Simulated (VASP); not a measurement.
# C (P6_3/mmc) in VASP: single point with LDA

Aim: the single point of C with LDA.

The COD entry that gives the cell may itself be a prediction, so a difference from it is no test against experiment.

Program: VASP 6.6.1. These are calculated values, not measurements. Logs are shortened: lines on timing, memory, paths and dates and some standing lists are left out, and cuts for length are marked.

## 1. The cell of the first run

Symmetry: P6_3/mmc, No. 194, hexagonal system. The conventional cell has a = 2.492 Å, b = 2.492 Å, c = 12.292 Å, α = 90.00°, β = 90.00°, γ = 120.00°. Within 2.0 Å of C (site symmetry 3m) lie 4 C at 1.53 to 1.55 Å. C (site symmetry 3m) has 4 C at 1.53 Å within 2.0 Å. Within 2.0 Å of C (site symmetry 3m) lie 4 C at 1.53 Å.

## 2. Single point, LDA

Input file INCAR:

```
ALGO     = Normal         # electronic algorithm
EDIFF    = 1E-7           # SCF threshold, eV
ENCUT    = 520            # plane-wave cutoff, eV
ISIF     = 2              # what is computed and relaxed
ISMEAR   = 0              # smearing method
LASPH    = True           # aspherical terms in the spheres
LCHARG   = False          # write CHGCAR
LREAL    = False          # projectors in reciprocal space
LWAVE    = False          # write WAVECAR
NBANDS   = 36             # bands
NELM     = 60             # most SCF steps
PREC     = Accurate       # precision mode
SIGMA    = 0.05           # smearing width, eV
```

Input file KPOINTS:

```
k-points
0
Gamma
  12 12 2
```

Input file POSCAR:

```
C
1.0
    2.4921382545      0.0000000000      0.0000000000
   -1.2460691272      2.1582550381      0.0000000000
    0.0000000000      0.0000000000     12.2917957867
C
12
Direct
    0.0000000000      0.0000000000      0.1868599868
    0.0000000000      0.0000000000      0.6868599868
    0.0000000000      0.0000000000      0.3131400132
    0.0000000000      0.0000000000      0.8131400132
    0.3333333333      0.6666666667      0.5207718743
    0.6666666667      0.3333333333      0.0207718743
    0.3333333333      0.6666666667      0.9792281257
    0.6666666667      0.3333333333      0.4792281257
    0.3333333333      0.6666666667      0.6450609412
    0.6666666667      0.3333333333      0.1450609412
    0.3333333333      0.6666666667      0.8549390588
    0.6666666667      0.3333333333      0.3549390588
```

Potentials or basis: VASP PAW LDA potentials, release 64 (C).

The run is started by

```bash
$ cat potpaw_LDA.64/C/POTCAR > POTCAR
$ mpirun -np 1 vasp_std > vasp.out
```

OUTCAR:

```text
EDIFF = 1E-7
   ENCUT = 520
   ISIF = 2
   ISMEAR = 0
   LASPH = True
   LREAL = False
   NELM = 60
   PREC = Accurate

 ion  position               nearest neighbor table
   1  0.000  0.000  0.187-  10 1.53  10 1.53  10 1.53   3 1.55
   2  0.000  0.000  0.687-   9 1.53   9 1.53   9 1.53   4 1.55
   3  0.000  0.000  0.313-  12 1.53  12 1.53  12 1.53   1 1.55
   4  0.000  0.000  0.813-  11 1.53  11 1.53  11 1.53   2 1.55
   5  0.333  0.667  0.521-   8 1.53   8 1.53   8 1.53   9 1.53
   6  0.667  0.333  0.021-   7 1.53   7 1.53   7 1.53  10 1.53
   7  0.333  0.667  0.979-   6 1.53   6 1.53   6 1.53  11 1.53
   8  0.667  0.333  0.479-   5 1.53   5 1.53   5 1.53  12 1.53
   9  0.333  0.667  0.645-   5 1.53   2 1.53   2 1.53   2 1.53
  10  0.667  0.333  0.145-   6 1.53   1 1.53   1 1.53   1 1.53
  11  0.333  0.667  0.855-   7 1.53   4 1.53   4 1.53   4 1.53
  12  0.667  0.333  0.355-   8 1.53   3 1.53   3 1.53   3 1.53

  LATTYP: Found a hexagonal cell.
 ALAT       =     2.4921382545
 C/A-ratio  =     4.9322286853

  Lattice vectors:

 A1 = (   2.4921382545,   0.0000000000,   0.0000000000)
 A2 = (  -1.2460691272,   2.1582550381,   0.0000000000)
 A3 = (   0.0000000000,   0.0000000000,  12.2917957867)

Analysis of symmetry for initial positions (statically):
=====================================================================
 Subroutine PRICEL returns:
 Original cell was already a primitive cell.

 Routine SETGRP: Setting up the symmetry group for a
 hexagonal supercell.

 Subroutine GETGRP returns: Found 24 space group operations
 (whereof 12 operations were pure point group operations)
 out of a pool of 24 trial point group operations.

The static configuration has the point symmetry D_3d.
 The point group associated with its full space group is D_6h.

Analysis of symmetry for dynamics (positions and initial velocities):
=====================================================================
 Subroutine PRICEL returns:
 Original cell was already a primitive cell.

 Routine SETGRP: Setting up the symmetry group for a
 hexagonal supercell.

 Subroutine GETGRP returns: Found 24 space group operations
 (whereof 12 operations were pure point group operations)
 out of a pool of 24 trial point group operations.

The dynamic configuration has the point symmetry D_3d.
 The point group associated with its full space group is D_6h.

 Subroutine INISYM returns: Found 24 space group operations
 (whereof 12 operations are pure point group operations),
 and found     1 'primitive' translations

----------------------------------------------------------------------------------------

                                     Primitive cell

  volume of cell :      66.1135

  direct lattice vectors                    reciprocal lattice vectors
     2.492138254  0.000000000  0.000000000     0.401261847  0.231668636  0.000000000
    -1.246069127  2.158255038  0.000000000     0.000000000  0.463337271  0.000000000
     0.000000000  0.000000000 12.291795787     0.000000000  0.000000000  0.081355078

  length of vectors
     2.492138254  2.492138254 12.291795787     0.463337271  0.463337271  0.081355078

  position of ions in fractional coordinates (direct lattice)
     0.000000000  0.000000000  0.186859987
     0.000000000  0.000000000  0.686859987
     0.000000000  0.000000000  0.313140013
     0.000000000  0.000000000  0.813140013
     0.333333333  0.666666667  0.520771874
     0.666666667  0.333333333  0.020771874
     0.333333333  0.666666667  0.979228126
     0.666666667  0.333333333  0.479228126
     0.333333333  0.666666667  0.645060941
     0.666666667  0.333333333  0.145060941
     0.333333333  0.666666667  0.854939059
     0.666666667  0.333333333  0.354939059

  ion indices of the primitive-cell ions
   primitive index   ion index
                 1           1
                 2           2
                 3           3
                 4           4
                 5           5
                 6           6
                 7           7
                 8           8
                 9           9
                10          10
                11          11
                12          12

----------------------------------------------------------------------------------------

 KPOINTS: k-points

Automatic generation of k-mesh.
 Grid dimensions read from file:
 generate k-points for:   12   12    2

 Generating k-lattice:

  Cartesian coordinates                     Fractional coordinates (reciprocal lattice)
     0.033438487  0.019305720  0.000000000     0.083333333  0.000000000  0.000000000
     0.000000000  0.038611439  0.000000000     0.000000000  0.083333333  0.000000000
     0.000000000  0.000000000  0.040677539     0.000000000  0.000000000  0.500000000

  Length of vectors
     0.038611439  0.038611439  0.040677539

  Shift w.r.t. Gamma in fractional coordinates (k-lattice)
     0.000000000  0.000000000  0.000000000

 Subroutine IBZKPT returns following result:
 ===========================================

 Found     38 irreducible k-points:

 Following reciprocal coordinates:
            Coordinates               Weight
  0.000000  0.000000  0.000000      1.000000
  0.083333 -0.000000  0.000000      6.000000
  0.166667 -0.000000  0.000000      6.000000
  0.250000 -0.000000  0.000000      6.000000
  0.333333 -0.000000  0.000000      6.000000
  0.416667 -0.000000  0.000000      6.000000
[... 16 lines left out ...]
  0.250000 -0.000000  0.500000      6.000000
  0.333333 -0.000000  0.500000      6.000000
 [... further k-points ...]
   k-points           NKPTS =     38   k-points in BZ     NKDIM =     38   number of bands    NBANDS=     36
   number of dos      NEDOS =    301   number of ions     NIONS =     12
   total plane-waves  NPLWV =  38400
   dimension x,y,z NGX =    20 NGY =   20 NGZ =   96
   dimension x,y,z NGXF=    40 NGYF=   40 NGZF=  192
   ions per type =              12
   NGX,Y,Z   is equivalent  to a cutoff of  13.34, 13.34, 12.98 a.u.
   NGXF,Y,Z  is equivalent  to a cutoff of  26.68, 26.68, 25.97 a.u.
 SYSTEM =  unknown system
   PREC   = accura    normal or accurate (medium, high low for compatibility)
   ISTART =      0    job   : 0-new  1-cont  2-samecut
   ICHARG =      2    charge: 1-file 2-atom 10-const
   ISPIN  =      1    spin polarized calculation?
   LNONCOLLINEAR =      F non collinear calculations
   LSORBIT =      F    spin-orbit coupling
   LASPH  =      T    aspherical Exc in radial PAW
   ENCUT  =  520.0 eV  38.22 Ry    6.18 a.u.   4.63  4.63 22.85*2*pi/ulx,y,z
   NELM   =     60;   NELMIN=  2; NELMDL= -5     # of ELM steps
   EDIFF  = 0.1E-06   stopping-criterion for ELM
   LREAL  =      F    real-space projection
   EDIFFG = 0.1E-05   stopping-criterion for IOM
   NSW    =      0    number of steps for IOM
   IBRION =     -1    ionic relax: 0-MD 1-quasi-New 2-CG
   NFREE  =      0    steps in history (QN), initial steepest desc. (CG)
   ISIF   =      2    stress and relaxation
   ISYM   =      2    0-nonsym 1-usesym 2-fastsym
   POTIM  = 0.5000    time-step for ionic-motion
   TEBEG  =    0.0;   TEEND  =   0.0 temperature during run
   PSTRESS=    0.0 pullay stress
   NELECT =      48.0000    total number of electrons
   NUPDOWN=      -1.0000    fix difference up-down
   EMIN   =  10.00;   EMAX   =-10.00  energy-range for DOS
   EFERMI =   0.00;   METHOD = LEGACY
   ISMEAR =     0;   SIGMA  =   0.05  broadening in eV -4-tet -1-fermi 0-gaus
   EFERMI_NEDOS =   21; number of points for ismear=-14 and -15
   IALGO  =     38    algorithm
   IMIX   =      4    mixing-type and parameters
     AMIX     =   0.40;   BMIX     =  1.00
     AMIX_MAG =   1.60;   BMIX_MAG =  1.00
  volume/ion in A,a.u.               =       5.51        37.18
  Fermi-wavevector in a.u.,A,eV,Ry     =   1.471381  2.780507 29.456100  2.164962
  Thomas-Fermi vector in A             =   2.586524
   LORBIT       =      0    0 simple, 1 ext, 2 COOP (PROOUT), +10 PAW based schemes
   GGA     = CA    functional components
   LHFCALC =     F    Hartree Fock is set to
   AEXX    =    0.0000 exact exchange contribution
   IVDW    =     0    specifies the selected vdW correction
   LEPSILON=     F    determine dielectric tensor
   LRPA    =     F    only Hartree local field effects (RPA)
 non-spin polarized calculation
 Gauss-broadening in eV      SIGMA  =   0.05
  energy-cutoff  :      520.00
  volume of cell :       66.11
 maximum number of plane-waves:      1809
 NGX is ok and might be reduce to    20
   NGX =  9   NGY =  9   NGZ = 45

 number of electron      47.9999998 magnetization

 Free energy of the ion-electron system (eV)
  ---------------------------------------------------
  ext. energy  EPLUGINS =         0.00000000
  ---------------------------------------------------
  free energy    TOTEN  =      -121.40094422 eV

  energy without entropy =     -121.40094422  energy(sigma->0) =     -121.40094422

 E-fermi :  10.4828     XC(G=0): -13.6390

 val. band max:       10.2482216532   @ k =   0.0000   0.0000   0.0000
 cond. band min:      14.7510335047   @ k =   0.3333  -0.0000   0.0000
 fundamental gap:      4.5028118514
 Fermi energy:        10.4827652143

 k-point     1 :       0.0000    0.0000    0.0000
  band No.  band energies     occupation
      1     -11.5659      2.00000
      2     -10.8305      2.00000
      3     -10.7501      2.00000
      4      -8.5423      2.00000
      5      -8.4776      2.00000
      6      -5.6299      2.00000
[... 28 lines left out ...]
     35      18.2814      0.00000
     36      19.0083      0.00000

 k-point     2 :       0.0833   -0.0000    0.0000
  band No.  band energies     occupation
      1     -11.3911      2.00000
      2     -10.6567      2.00000
      3     -10.5766      2.00000
      4      -8.3732      2.00000
      5      -8.3091      2.00000
      6      -5.4760      2.00000
[... 28 lines left out ...]
     35      18.7906      0.00000
     36      18.9164      0.00000

 k-point     3 :       0.1667   -0.0000    0.0000
  band No.  band energies     occupation
      1     -10.8683      2.00000
      2     -10.1369      2.00000
      3     -10.0583      2.00000
      4      -7.8681      2.00000
      5      -7.8063      2.00000
      6      -5.0168      2.00000
[... 28 lines left out ...]
     35      19.1439      0.00000
     36      20.0916      0.00000

 k-point     4 :       0.2500   -0.0000    0.0000
  band No.  band energies     occupation
      1     -10.0035      2.00000
      2      -9.2775      2.00000
      3      -9.2018      2.00000
      4      -7.0353      2.00000
      5      -6.9786      2.00000
      6      -4.2605      2.00000
[... 28 lines left out ...]
     35      19.6551      0.00000
     36      20.9307      0.00000

 k-point     5 :       0.3333   -0.0000    0.0000
  band No.  band energies     occupation
      1      -8.8098      2.00000
      2      -8.0919      2.00000
      3      -8.0241      2.00000
      4      -5.8970      2.00000
      5      -5.8542      2.00000
      6      -3.2382      2.00000
[... 655 lines left out ...]
 k-point    22 :       0.1667   -0.0000    0.5000
  band No.  band energies     occupation
      1     -10.6756      2.00000
      2     -10.6756      2.00000
      3      -9.1444      2.00000
      4      -9.1444      2.00000
      5      -6.2439      2.00000
      6      -6.2439      2.00000
[... 28 lines left out ...]
     35      19.6126      0.00000
     36      19.6137      0.00000

 k-point    23 :       0.2500   -0.0000    0.5000
  band No.  band energies     occupation
      1      -9.8123      2.00000
      2      -9.8123      2.00000
      3      -8.2965      2.00000
      4      -8.2965      2.00000
      5      -5.4447      2.00000
      6      -5.4447      2.00000
[... 28 lines left out ...]
     35      20.0660      0.00000
     36      20.0661      0.00000

 k-point    24 :       0.3333   -0.0000    0.5000
  band No.  band energies     occupation
      1      -8.6214      2.00000
      2      -8.6214      2.00000
      3      -7.1329      2.00000
      4      -7.1329      2.00000
      5      -4.3688      2.00000
      6      -4.3688      2.00000
[... 28 lines left out ...]
     35      19.8194      0.00000
     36      19.8194      0.00000

 [... further k-points ...]
[... 5 lines left out ...]
  --------------------------------------------------------------------------------------
  -------------------------------------------------------------------------------------
  Total        0.7019802      0.7019802      0.7169946      0.0000000      0.0000000     -0.0000000
  in kB       17.0116011     17.0116011     17.3754572      0.0000000      0.0000000     -0.0000000
  external PRESSURE =      17.1328865 kB  Pullay stress =       0.0000000 kB

 VOLUME and BASIS-vectors are now :
 -----------------------------------------------------------------------------
  energy-cutoff  :      520.00
  volume of cell :       66.11
      direct lattice vectors                 reciprocal lattice vectors
     2.492138254  0.000000000  0.000000000     0.401261847  0.231668636  0.000000000
    -1.246069127  2.158255038  0.000000000     0.000000000  0.463337271  0.000000000
     0.000000000  0.000000000 12.291795787     0.000000000  0.000000000  0.081355078

 POSITION                                       TOTAL-FORCE (eV/Angst)
 -----------------------------------------------------------------------------------
      0.00000      0.00000      2.29684        -0.000000     -0.000000      0.004505
      0.00000      0.00000      8.44274         0.000000     -0.000000      0.004505
      0.00000      0.00000      3.84905        -0.000000     -0.000000     -0.004505
      0.00000      0.00000      9.99495         0.000000      0.000000     -0.004505
     -0.00000      1.43884      6.40122         0.000000     -0.000000     -0.002895
      1.24607      0.71942      0.25532        -0.000000      0.000000     -0.002895
     -0.00000      1.43884     12.03647         0.000000     -0.000000      0.002895
      1.24607      0.71942      5.89057        -0.000000      0.000000      0.002895
     -0.00000      1.43884      7.92896         0.000000     -0.000000      0.001692
      1.24607      0.71942      1.78306        -0.000000     -0.000000      0.001692
     -0.00000      1.43884     10.50874         0.000000     -0.000000     -0.001692
      1.24607      0.71942      4.36284        -0.000000      0.000000     -0.001692
 -----------------------------------------------------------------------------------
    total drift:                                0.000000      0.000000      0.000000

  FREE ENERGIE OF THE ION-ELECTRON SYSTEM (eV)
  ---------------------------------------------------
  free  energy   TOTEN  =      -121.4009442214 eV

  energy  without entropy=     -121.4009442214  energy(sigma->0) =     -121.40094422
```

Run time: 46 s. Hardware: 1 thread of Intel Xeon 6975P-C (Granite Rapids), shared host; peak memory 0.19 GiB.

What came out:

* Free energy: -121.4009 eV
* Pressure: 1.7 GPa
* Largest force: 0.005 eV/Å
* Band gap on the k mesh: 4.50 eV, indirect (least direct gap 5.41 eV)

Forces in eV/Å, atoms in the order of the input:
```
C    0.000  0.000  0.005
C    0.000  0.000  0.005
C    0.000  0.000 -0.005
C    0.000  0.000 -0.005
C    0.000  0.000 -0.003
C    0.000  0.000 -0.003
C    0.000  0.000  0.003
C    0.000  0.000  0.003
C    0.000  0.000  0.002
C    0.000  0.000  0.002
C    0.000  0.000 -0.002
C    0.000  0.000 -0.002
```

Levels at points of the mesh, in eV from the valence-band top:
| k point | band 21 | band 22 | band 23 | band 24 | band 25 | band 26 | band 27 | band 28 |
| --- | --- | --- | --- | --- | --- | --- | --- | --- |
| (0.00, 0.00, 0.00) | -1.00 | -0.16 | 0.00 | 0.00 | 5.41 | 5.41 | 5.54 | 6.52 |
| (0.50, 0.00, 0.00) | -4.18 | -4.13 | -3.71 | -2.98 | 4.65 | 5.24 | 5.29 | 5.63 |
| (0.00, 0.00, 0.50) | -0.33 | -0.33 | -0.33 | -0.33 | 5.81 | 5.81 | 5.81 | 5.81 |
| (0.50, 0.00, 0.50) | -3.87 | -3.87 | -3.33 | -3.33 | 4.82 | 4.82 | 5.89 | 5.89 |

A k mesh can miss the band edges.
